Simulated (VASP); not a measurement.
TiN: single point with PBEsol

Crystal: TiN.

```
Ti N
1.0
     0.00000    2.10225    2.10225
     2.10225    0.00000    2.10225
     2.10225    2.10225    0.00000
Ti N
1 1
Direct
  0.00000 0.00000 0.00000
  0.50000 0.50000 0.50000
```

```json
{
  "Program": "VASP 6.6.1",
  "Task": "single point",
  "Functional": "PBEsol",
  "Potentials or basis": "VASP PAW PBE potentials, release 64 (Ti_sv, N)",
  "Cutoff": "600 eV",
  "k mesh": "11 × 11 × 11",
  "Occupations": "gaussian, width 0.1 eV",
  "Spin": "no spin polarisation",
  "Dipole correction": "no",
  "Further INCAR settings": "ALGO = Normal; EDIFF = 1e-06; NBANDS = 16"
}
```

- Pressure: 0.3 GPa
- Band gap on the k mesh: zero (an odd number of electrons rules out a gap without spin polarisation)

Levels at points of the mesh, in eV from the Fermi level:
```tsv
k point	band 5	band 6	band 7	band 8	band 9	band 10	band 11	band 12	band 13	band 14
(0.00, 0.00, 0.00)	-17.21	-2.06	-2.06	-2.06	-0.67	-0.67	-0.67	0.58	0.58	5.68
```

Run time: 14 s on 1 thread of Intel(R) Xeon(R) Platinum 8488C (Sapphire Rapids), with other jobs on the host, peak memory 0.14 GiB.

Caveat: the PAW data sets were made with another functional, which shifts forces and pressure a little.
